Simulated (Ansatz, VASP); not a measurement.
**One calculation of Yb, two programs**

File INCAR:

```
PREC = Accurate
ENCUT = 520
EDIFF = 1E-8
ISMEAR = -1
SIGMA = 0.03
LREAL = False
LASPH = True
NELM = 60
ALGO = Normal
ISIF = 2
LWAVE = False
LCHARG = False
GGA = PE
LEFG = True
NBANDS = 31
```

The input KPOINTS:

```
regular mesh
0
Gamma
  11 11 6
```

File POSCAR:

```
Yb
1.0
    3.8538587733      0.0000000000      0.0000000000
   -1.9269293867      3.3375396003      0.0000000000
    0.0000000000      0.0000000000      6.3430403194
Yb
2
Direct
    0.3333333333      0.6666666667      0.2500000000
    0.6666666667      0.3333333333      0.7500000000
```

Input for Ansatz:

```yaml
crystal:
  lattice:
    - [3.8538587733, 0.0, 0.0]
    - [-1.9269293867, 3.3375396003, 0.0]
    - [0.0, 0.0, 6.3430403194]
  atoms:
    - { symbol: Yb, position: [0.3333333333, 0.6666666667, 0.25] }
    - { symbol: Yb, position: [0.6666666667, 0.3333333333, 0.75] }
kpoints:
  mp_grid: { grid: [11, 11, 6] }
scf:
  occupations: { method: fermi_dirac, width: 0.03 }
hamiltonian:
  xc: pbe
  pseudopotentials: { kind: paw }
output:
  forces: true
  stress: true
  eigenvalues: true
  efg: { contact_densities: true }
```

Change from the starting cell: volume scaled by 0.98, PAW files.

Alike in both runs: task electric field gradients; functional PBE; k mesh 11 × 11 × 6; occupations fermi-dirac, width 0.03 eV; no spin polarisation.

|  | VASP | Ansatz |
| --- | --- | --- |
| version | VASP 6.6.1 | Ansatz 0.2.0 |
| potentials or method | VASP PAW PBE potentials, release 64 (Yb) | PAW with Ansatz's default frozen-core files, scalar-relativistic |
| plane-wave cutoff (eV) | 520 | 420 |
| valence electrons in the cell | 48 | 48 |

|  | VASP | Ansatz | Ansatz less VASP |
| --- | --- | --- | --- |
| pressure (GPa) | -2.3 | -2.0 | +0.34 |
| size of Vzz on the site where it differs most (V/Å²) | 8.3 | 8.0 | -0.30 |

Neither program's run includes spin-orbit coupling.
